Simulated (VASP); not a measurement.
Wanted: the native input for a VASP 6.6.1 run.

```
Task                   : single point
Functional             : PBE
Dispersion             : D3(BJ)
Potentials or basis    : VASP PAW PBE potentials, release 64 (F, H, O)
Cutoff                 : 520 eV
k mesh                 : 1 × 1 × 1
Occupations            : fermi-dirac, width 0.05 eV
Spin                   : no spin polarisation
Dipole correction      : no
Further INCAR settings : LREAL = Auto; ALGO = Normal; EDIFF = 1e-06; NBANDS = 58
```

The structure of H3OF lies in POSCAR:

```
H3OF
1.0
    6.3496040000      0.0000000000      0.0000000000
    0.0000000000      6.3496040000      0.0000000000
    0.0000000000      0.0000000000      6.3496040000
F H O
5 15 5
Direct
    0.2788520355      0.0611061729      0.9226087170
    0.5061575494     -0.0728864351      0.6602458988
    0.9137735204      0.2165961846      1.1721833362
    0.8787319650      0.2443459466      0.8144759894
    0.5318599396      0.3251541356      0.2619375948
    0.3732358742      0.0102526079      0.7973725606
    0.4887233913     -0.0617203845      0.5054173457
    0.9108442038      0.2104225712      0.9942509801
    0.9309084472      0.1229368005      0.6830662196
    0.6783415155      0.2945380531      0.2352745148
   -0.0087722006      0.5409943675      0.6228892384
    0.0763512181      0.6673014569      0.8163816200
   -0.0224580934      0.6500720360      0.1756172511
    0.1318507422      0.4573671051      0.1968941685
    0.6319291723      0.8031052015      1.1321020964
    0.7002011464      0.7487711045      0.8890633180
    0.9995426486      1.0863512118      0.4298378293
    1.0200321154      0.8722906184      0.5707127563
    0.3813308672      0.9678713822      0.1763259567
    0.3522896861      0.7312582013      0.2610084030
    0.0888244369      0.6576158135      0.6596159383
    0.1296143823      0.6073922090      0.1932718954
    0.7551022079      0.7696700456      1.0354661488
    0.9358693865      0.9968968144      0.5436402018
    0.4299480724      0.8696132861      0.2790725217
```

The input as run:

INCAR

```
SYSTEM = H3OF
ALGO = Normal ; EDIFF = 1E-6
ENCUT = 520 ; GGA = PE
ISIF = 2 ; ISMEAR = -1
IVDW = 12 ; LASPH = .TRUE.
LCHARG = .FALSE. ; LREAL = Auto
LWAVE = .FALSE. ; NBANDS = 58
NELM = 100 ; PREC = Accurate
SIGMA = 0.05
```

KPOINTS

```
k-points
0
G
  1 1 1
  0 0 0
```

Potentials or basis: VASP PAW PBE potentials, release 64 (F, H, O).

The run is started by

```console
$ cat potpaw_PBE.64/F/POTCAR potpaw_PBE.64/H/POTCAR potpaw_PBE.64/O/POTCAR > POTCAR
$ mpirun -np 1 vasp_gam > vasp.out
```

It gave:

```json
{
 "Pressure": "-0.2 GPa",
 "Largest force": "3.735 eV/Å",
 "Band gap on the k mesh": "4.81 eV",
 "Dispersion energy per atom": "-0.033 eV"
}
```

Caveat: the k points lie up to 0.99 Å⁻¹ apart.

It took 23 s on 1 thread of Intel(R) Xeon(R) Platinum 8488C (Sapphire Rapids) (shared host), peak memory 0.3 GiB.
